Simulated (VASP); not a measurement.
# Y (P6_3/mmc) in VASP: notebook

The runs below take Y through single point, with PBE.

Everything below comes from runs of VASP 6.6.1. Logs are shortened: lines on timing, memory, paths and dates and some standing lists are left out, and cuts for length are marked.

### Step 1. The cell of the first run

The structure is hexagonal, space group P6_3/mmc (No. 194). Conventional cell: a = 3.568 Å, b = 3.568 Å, c = 11.602 Å, α = 90.00°, β = 90.00°, γ = 120.00°. Y (site symmetry -6m2) has 12 Y at 3.56 to 3.57 Å within 4.7 Å. Within 4.7 Å of Y (site symmetry -3m) lie 12 Y at 3.56 to 3.57 Å.

### Step 2. Single point, PBE (31.98 Å³/atom)

Input file INCAR:

```
SYSTEM = Y
PREC = Accurate ; ENCUT = 520
EDIFF = 1E-7 ; ISMEAR = -1
SIGMA = 0.05 ; LREAL = .False.
LASPH = .True. ; NELM = 60
ALGO = Normal ; ISIF = 2
LWAVE = .False. ; LCHARG = .False.
GGA = PE ; NBANDS = 30
```

Input file KPOINTS:

```
Automatic mesh
0
Gamma
  8 8 3
  0 0 0
```

Input file POSCAR:

```
Y
1.0
    3.5681856401      0.0000000000      0.0000000000
   -1.7840928201      3.0901394097      0.0000000000
    0.0000000000      0.0000000000     11.6023455607
Y
4
Direct
    0.6666666667      0.3333333333      0.7500000000
    0.0000000000      0.0000000000      0.5000000000
    0.3333333333      0.6666666667      0.2500000000
    0.0000000000      0.0000000000      0.0000000000
```

Potentials or basis: VASP PAW PBE potentials, release 64 (Y_sv).

Started as:

```sh
$ cat potpaw_PBE.64/Y_sv/POTCAR > POTCAR
$ mpirun -np 1 vasp_std > vasp.out
```

OUTCAR:

```text
SYSTEM = Y
   PREC = Accurate
   ENCUT = 520
   EDIFF = 1E-7
   ISMEAR = -1
   LREAL = .False.
   LASPH = .True.
   NELM = 60
   ISIF = 2
   GGA = PE

 ion  position               nearest neighbor table
   1  0.667  0.333  0.750-   2 3.56   4 3.56   2 3.56   4 3.56   2 3.56   4 3.56
   2  0.000  0.000  0.500-   1 3.56   3 3.56   3 3.56   1 3.56   1 3.56   3 3.56
   3  0.333  0.667  0.250-   2 3.56   4 3.56   2 3.56   4 3.56   2 3.56   4 3.56
   4  0.000  0.000  0.000-   1 3.56   3 3.56   3 3.56   1 3.56   1 3.56   3 3.56

  LATTYP: Found a hexagonal cell.
 ALAT       =     3.5681856401
 C/A-ratio  =     3.2516092858

  Lattice vectors:

 A1 = (   3.5681856401,   0.0000000000,   0.0000000000)
 A2 = (  -1.7840928201,   3.0901394097,   0.0000000000)
 A3 = (   0.0000000000,   0.0000000000,  11.6023455607)

Analysis of symmetry for initial positions (statically):
=====================================================================
 Subroutine PRICEL returns:
 Original cell was already a primitive cell.

 Routine SETGRP: Setting up the symmetry group for a
 hexagonal supercell.

 Subroutine GETGRP returns: Found 24 space group operations
 (whereof 12 operations were pure point group operations)
 out of a pool of 24 trial point group operations.

The static configuration has the point symmetry D_3d.
 The point group associated with its full space group is D_6h.

Analysis of symmetry for dynamics (positions and initial velocities):
=====================================================================
 Subroutine PRICEL returns:
 Original cell was already a primitive cell.

 Routine SETGRP: Setting up the symmetry group for a
 hexagonal supercell.

 Subroutine GETGRP returns: Found 24 space group operations
 (whereof 12 operations were pure point group operations)
 out of a pool of 24 trial point group operations.

The dynamic configuration has the point symmetry D_3d.
 The point group associated with its full space group is D_6h.

 Subroutine INISYM returns: Found 24 space group operations
 (whereof 12 operations are pure point group operations),
 and found     1 'primitive' translations

----------------------------------------------------------------------------------------

                                     Primitive cell

  volume of cell :     127.9297

  direct lattice vectors                    reciprocal lattice vectors
     3.568185640  0.000000000  0.000000000     0.280254477  0.161804998  0.000000000
    -1.784092820  3.090139410  0.000000000     0.000000000  0.323609995  0.000000000
     0.000000000  0.000000000 11.602345561     0.000000000  0.000000000  0.086189469

  length of vectors
     3.568185640  3.568185640 11.602345561     0.323609995  0.323609995  0.086189469

  position of ions in fractional coordinates (direct lattice)
     0.666666667  0.333333333  0.750000000
     0.000000000  0.000000000  0.500000000
     0.333333333  0.666666667  0.250000000
     0.000000000  0.000000000  0.000000000

  ion indices of the primitive-cell ions
   primitive index   ion index
                 1           1
                 2           2
                 3           3
                 4           4

----------------------------------------------------------------------------------------

 KPOINTS: Automatic mesh

Automatic generation of k-mesh.
 Grid dimensions read from file:
 generate k-points for:    8    8    3

 Generating k-lattice:

  Cartesian coordinates                     Fractional coordinates (reciprocal lattice)
     0.035031810  0.020225625  0.000000000     0.125000000  0.000000000  0.000000000
     0.000000000  0.040451249  0.000000000     0.000000000  0.125000000  0.000000000
     0.000000000  0.000000000  0.028729823     0.000000000  0.000000000  0.333333333

  Length of vectors
     0.040451249  0.040451249  0.028729823

  Shift w.r.t. Gamma in fractional coordinates (k-lattice)
     0.000000000  0.000000000  0.000000000

 Subroutine IBZKPT returns following result:
 ===========================================

 Found     20 irreducible k-points:

 Following reciprocal coordinates:
            Coordinates               Weight
  0.000000  0.000000  0.000000      1.000000
  0.125000 -0.000000  0.000000      6.000000
  0.250000 -0.000000  0.000000      6.000000
  0.375000 -0.000000  0.000000      6.000000
  0.500000 -0.000000  0.000000      3.000000
  0.125000  0.125000  0.000000      6.000000
[... 12 lines left out ...]
  0.250000  0.250000  0.333333     12.000000
  0.375000  0.250000  0.333333     12.000000
   k-points           NKPTS =     20   k-points in BZ     NKDIM =     20   number of bands    NBANDS=     30
   number of dos      NEDOS =    301   number of ions     NIONS =      4
   total plane-waves  NPLWV =  70560
   dimension x,y,z NGX =    28 NGY =   28 NGZ =   90
   dimension x,y,z NGXF=    56 NGYF=   56 NGZF=  180
   ions per type =               4
   NGX,Y,Z   is equivalent  to a cutoff of  13.05, 13.05, 12.90 a.u.
   NGXF,Y,Z  is equivalent  to a cutoff of  26.09, 26.09, 25.79 a.u.
 SYSTEM =  Y
   PREC   = accura    normal or accurate (medium, high low for compatibility)
   ISTART =      0    job   : 0-new  1-cont  2-samecut
   ICHARG =      2    charge: 1-file 2-atom 10-const
   ISPIN  =      1    spin polarized calculation?
   LNONCOLLINEAR =      F non collinear calculations
   LSORBIT =      F    spin-orbit coupling
   LASPH  =      T    aspherical Exc in radial PAW
   ENCUT  =  520.0 eV  38.22 Ry    6.18 a.u.   6.63  6.63 21.57*2*pi/ulx,y,z
   NELM   =     60;   NELMIN=  2; NELMDL= -5     # of ELM steps
   EDIFF  = 0.1E-06   stopping-criterion for ELM
   LREAL  =      F    real-space projection
   EDIFFG = 0.1E-05   stopping-criterion for IOM
   NSW    =      0    number of steps for IOM
   IBRION =     -1    ionic relax: 0-MD 1-quasi-New 2-CG
   NFREE  =      0    steps in history (QN), initial steepest desc. (CG)
   ISIF   =      2    stress and relaxation
   ISYM   =      2    0-nonsym 1-usesym 2-fastsym
   POTIM  = 0.5000    time-step for ionic-motion
   TEBEG  =    0.0;   TEEND  =   0.0 temperature during run
   PSTRESS=    0.0 pullay stress
   NELECT =      44.0000    total number of electrons
   NUPDOWN=      -1.0000    fix difference up-down
   EMIN   =  10.00;   EMAX   =-10.00  energy-range for DOS
   EFERMI =   0.00;   METHOD = LEGACY
   ISMEAR =    -1;   SIGMA  =   0.05  broadening in eV -4-tet -1-fermi 0-gaus
   EFERMI_NEDOS =   21; number of points for ismear=-14 and -15
   IALGO  =     38    algorithm
   IMIX   =      4    mixing-type and parameters
     AMIX     =   0.40;   BMIX     =  1.00
     AMIX_MAG =   1.60;   BMIX_MAG =  1.00
  volume/ion in A,a.u.               =      31.98       215.83
  Fermi-wavevector in a.u.,A,eV,Ry     =   1.147014  2.167542 17.900376  1.315641
  Thomas-Fermi vector in A             =   2.283696
   LORBIT       =      0    0 simple, 1 ext, 2 COOP (PROOUT), +10 PAW based schemes
   GGA     = PE    functional components
   LHFCALC =     F    Hartree Fock is set to
   AEXX    =    0.0000 exact exchange contribution
   IVDW    =     0    specifies the selected vdW correction
   LEPSILON=     F    determine dielectric tensor
   LRPA    =     F    only Hartree local field effects (RPA)
 non-spin polarized calculation
  energy-cutoff  :      520.00
  volume of cell :      127.93
 maximum number of plane-waves:      3523
 NGX is ok and might be reduce to    28
   NGX = 13   NGY = 13   NGZ = 43

 number of electron      43.9999999 magnetization

 Free energy of the ion-electron system (eV)
  ---------------------------------------------------
  ext. energy  EPLUGINS =         0.00000000
  ---------------------------------------------------
  free energy    TOTEN  =       -25.71979604 eV

  energy without entropy =      -25.66491137  energy(sigma->0) =      -25.69235370

 E-fermi :   3.1653     XC(G=0):  -9.5279

 val. band max:        3.0971952463   @ k =   0.1250   0.1250   0.0000
 cond. band min:       3.1738744066   @ k =   0.2500   0.2500   0.3333
 fundamental gap:      0.0766791603
 Fermi energy:         3.1652623227

 k-point     1 :       0.0000    0.0000    0.0000
  band No.  band energies     occupation
      1     -39.4689      2.00000
      2     -39.4391      2.00000
      3     -39.4263      2.00000
      4     -39.3963      2.00000
      5     -19.7517      2.00000
      6     -19.4719      2.00000
[... 22 lines left out ...]
     29       5.2380      0.00000
     30       5.2382      0.00000

 k-point     2 :       0.1250   -0.0000    0.0000
  band No.  band energies     occupation
      1     -39.4598      2.00000
      2     -39.4325      2.00000
      3     -39.4196      2.00000
      4     -39.3920      2.00000
      5     -19.7223      2.00000
      6     -19.4818      2.00000
[... 22 lines left out ...]
     29       5.2277      0.00000
     30       5.4567      0.00000

 k-point     3 :       0.2500   -0.0000    0.0000
  band No.  band energies     occupation
      1     -39.4372      2.00000
      2     -39.4163      2.00000
      3     -39.4034      2.00000
      4     -39.3824      2.00000
      5     -19.6471      2.00000
      6     -19.5437      2.00000
[... 22 lines left out ...]
     29       5.2755      0.00000
     30       5.7482      0.00000

 k-point     4 :       0.3750   -0.0000    0.0000
  band No.  band energies     occupation
      1     -39.4122      2.00000
      2     -39.4001      2.00000
      3     -39.3871      2.00000
      4     -39.3750      2.00000
      5     -19.6808      2.00000
      6     -19.6789      2.00000
[... 22 lines left out ...]
     29       4.9375      0.00000
     30       6.0866      0.00000

 k-point     5 :       0.5000   -0.0000    0.0000
  band No.  band energies     occupation
      1     -39.4002      2.00000
      2     -39.3934      2.00000
      3     -39.3804      2.00000
      4     -39.3735      2.00000
      5     -19.7421      2.00000
      6     -19.7313      2.00000
[... 22 lines left out ...]
     29       5.0537      0.00000
     30       6.0952      0.00000
[... 394 lines left out ...]
     29       5.2318      0.00000
     30       5.5652      0.00000

 k-point    18 :       0.3750    0.1250    0.3333
  band No.  band energies     occupation
      1     -39.3989      2.00000
      2     -39.3956      2.00000
      3     -39.3781      2.00000
      4     -39.3748      2.00000
      5     -19.6930      2.00000
      6     -19.6814      2.00000
[... 22 lines left out ...]
     29       5.1689      0.00000
     30       5.5201      0.00000

 k-point    19 :       0.2500    0.2500    0.3333
  band No.  band energies     occupation
      1     -39.3990      2.00000
      2     -39.3957      2.00000
      3     -39.3781      2.00000
      4     -39.3747      2.00000
      5     -19.6374      2.00000
      6     -19.6322      2.00000
[... 22 lines left out ...]
     29       5.3770      0.00000
     30       5.4140      0.00000

 k-point    20 :       0.3750    0.2500    0.3333
  band No.  band energies     occupation
      1     -39.3898      2.00000
      2     -39.3890      2.00000
      3     -39.3752      2.00000
      4     -39.3744      2.00000
      5     -19.6466      2.00000
      6     -19.6405      2.00000
[... 22 lines left out ...]
     29       5.4946      0.00000
     30       5.6633      0.00000

------------------------ aborting loop because EDIFF is reached ----------------------------------------

  FORCE on cell =-STRESS in cart. coord.  units (eV):
  Direction    XX          YY          ZZ          XY          YZ          ZX
  --------------------------------------------------------------------------------------
  -------------------------------------------------------------------------------------
  Total        0.5231675      0.5231675      0.1108437     -0.0000000      0.0000000      0.0000000
  in kB        6.5520928      6.5520928      1.3881942     -0.0000000      0.0000000      0.0000000
  external PRESSURE =       4.8307932 kB  Pullay stress =       0.0000000 kB

 VOLUME and BASIS-vectors are now :
 -----------------------------------------------------------------------------
  energy-cutoff  :      520.00
  volume of cell :      127.93
      direct lattice vectors                 reciprocal lattice vectors
     3.568185640  0.000000000  0.000000000     0.280254477  0.161804998  0.000000000
    -1.784092820  3.090139410  0.000000000     0.000000000  0.323609995  0.000000000
     0.000000000  0.000000000 11.602345561     0.000000000  0.000000000  0.086189469

 POSITION                                       TOTAL-FORCE (eV/Angst)
 -----------------------------------------------------------------------------------
      1.78409      1.03005      8.70176        -0.000000      0.000000     -0.000000
      0.00000      0.00000      5.80117         0.000000      0.000000     -0.000000
     -0.00000      2.06009      2.90059         0.000000     -0.000000      0.000000
      0.00000      0.00000      0.00000         0.000000      0.000000     -0.000000
 -----------------------------------------------------------------------------------
    total drift:                                0.000000     -0.000000      0.000000

  FREE ENERGIE OF THE ION-ELECTRON SYSTEM (eV)
  ---------------------------------------------------
  free  energy   TOTEN  =       -25.7197960372 eV

  energy  without entropy=      -25.6649113692  energy(sigma->0) =      -25.69235370
```

Wall time 3.9 min (1 thread of Intel Xeon 8259CL, shared host); peak memory 0.28 GiB.

Results:

* Free energy: -25.7198 eV
* Pressure: 0.5 GPa
* Band gap on the k mesh: zero (bands 22 and 23 overlap by 1.07 eV)

Stress tensor (GPa, compression positive):
```
0.66 0.00 0.00
0.00 0.66 0.00
0.00 0.00 0.14
```

### Step 3. Single point, PBE (33.34 Å³/atom)

This run uses another cell than the first one, of 33.34 Å³/atom.

Input file INCAR:

```
SYSTEM = Y
  PREC = Accurate
  ENCUT = 520
  EDIFF = 1E-6
  ISMEAR = -1
  SIGMA = 0.05
  LREAL = .False.
  LASPH = .True.
  NELM = 100
  ALGO = Normal
  ISIF = 2
  LWAVE = .False.
  LCHARG = .True.
  GGA = PE
  LELF = .True.
  LVHAR = .True.
  NBANDS = 30
```

Input file KPOINTS:

```
regular mesh
0
Gamma
  8 8 3
  0 0 0
```

Input file POSCAR:

```
Y
1.0
    3.6180967986      0.0000000000      0.0000000000
   -1.8090483993      3.1333637409      0.0000000000
    0.0000000000      0.0000000000     11.7646371471
Y
4
Direct
    0.6666666667      0.3333333333      0.7500000000
    0.0000000000      0.0000000000      0.5000000000
    0.3333333333      0.6666666667      0.2500000000
    0.0000000000      0.0000000000      0.0000000000
```

Potentials or basis: VASP PAW PBE potentials, release 64 (Y_sv).

Started as:

```sh
$ cat potpaw_PBE.64/Y_sv/POTCAR > POTCAR
$ mpirun -np 1 vasp_std > vasp.out
```

Wall time 3 min (1 thread of Intel Xeon 8259CL, shared host); peak memory 0.28 GiB.

The run converged. Its results:

| Item | Value |
| --- | --- |
| Free energy | -25.7088 eV |
| Pressure | -1.1 GPa |
| Band gap on the k mesh | zero (bands 22 and 23 overlap by 1.04 eV) |

Stress tensor (GPa, compression positive):
```
-0.92  0.00  0.00
 0.00 -0.92  0.00
 0.00  0.00 -1.47
```

Levels at points of the mesh, in eV from the Fermi level:
```csv
k point,band 18,band 19,band 20,band 21,band 22,band 23,band 24,band 25,band 26,band 27
"(0.00, 0.00, 0.00)",-3.35,-3.34,-1.92,0.60,0.74,0.79,1.63,1.63,1.69,1.69
"(0.50, 0.00, 0.00)",-1.73,-1.28,-1.20,-0.52,-0.45,-0.30,0.37,0.76,1.32,1.60
```

(Continued in part 2 of 2.)
